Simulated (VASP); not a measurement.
A run of VASP 6.6.1:

The input INCAR:

```
SYSTEM = Si5H26C2
PREC = Accurate
ENCUT = 520
EDIFF = 1E-6
ISMEAR = -1
SIGMA = 0.05
LREAL = Auto
LASPH = .TRUE.
NELM = 60
ALGO = Normal
ISIF = 2
LWAVE = .FALSE.
LCHARG = .FALSE.
GGA = PE
IVDW = 12
NBANDS = 49
```

KPOINTS

```
Automatic mesh
0
G
  1 1 1
  0 0 0
```

POSCAR

```
Si5H26C2
1.0
    8.2031320000      0.0000000000      0.0000000000
    0.0000000000      8.2031320000      0.0000000000
    0.0000000000      0.0000000000      8.2031320000
C H Si
2 26 5
Direct
    0.7963299871      0.4618845582      0.1447374003
    0.8166514936      0.6361716476      0.1002178192
    0.7894545644      0.3815859601      0.0400944420
    0.8953897121      0.4178647863      0.2240485707
    0.7022195912      0.4484872363      0.2414565559
    0.8008038881      0.7230896687      0.2047998252
    0.9365812960      0.6471064954      0.0771046961
    0.7382058463      0.6835681786      0.0011702847
    1.0176113221      0.3466358947      0.7615627787
    0.8947558079      0.0844433565      0.8620853596
    0.7276489029      0.2915106084      0.7547239274
    0.8812365813      0.1414825459      0.5396597300
    0.4521321856      0.1292189374      0.5932246366
    0.2140523888      0.2803929036      0.5127188006
    0.2803441417      0.2346177046      0.7992556989
    0.4227897345      0.4219729732      0.6634417196
    0.2477590267      0.7238089062     -0.1892447909
    0.4467561902      0.6471796382      0.0115565616
    0.2089080122      0.6656360034      0.1194543743
    0.2332889438      0.4574350382     -0.0707778444
    0.6767780891      0.6107910978      0.5967476813
    0.4928361509      0.8248434866      0.7034508283
    0.7364748001      0.8881363850      0.5308704041
    0.4856803475      0.7331468030      0.4392712442
    0.3578633137      0.0860768789      0.2131137229
    0.6641853380      0.0783237427      0.2203548596
    0.4956277675     -0.1272075105      0.0486765299
    0.5374898271      0.1729095667     -0.0301835933
    0.8843329597      0.2072501089      0.7223338598
    0.3452218006      0.2698603411      0.6346478394
    0.2785155719      0.6163987121     -0.0469211028
    0.5945533974      0.7710347706      0.5597983794
    0.5180338437      0.0669622286      0.1138711409
```

Potentials or basis: VASP PAW PBE potentials, release 64 (C, H, Si).

The run is started by

```bash
$ cat potpaw_PBE.64/C/POTCAR potpaw_PBE.64/H/POTCAR potpaw_PBE.64/Si/POTCAR > POTCAR
$ mpirun -np 1 vasp_gam > vasp.out
```

Hardware: 1 thread of AMD EPYC 9R45 96-Core Processor (Zen 5), with other jobs on the host.

Problem. How long does it take, and how much memory?

Solution. It took 29 s on 1 thread of AMD EPYC 9R45 96-Core Processor (Zen 5), with other jobs on the host, peak memory 0.51 GiB. Counts: scf iterations 16, k points 1.
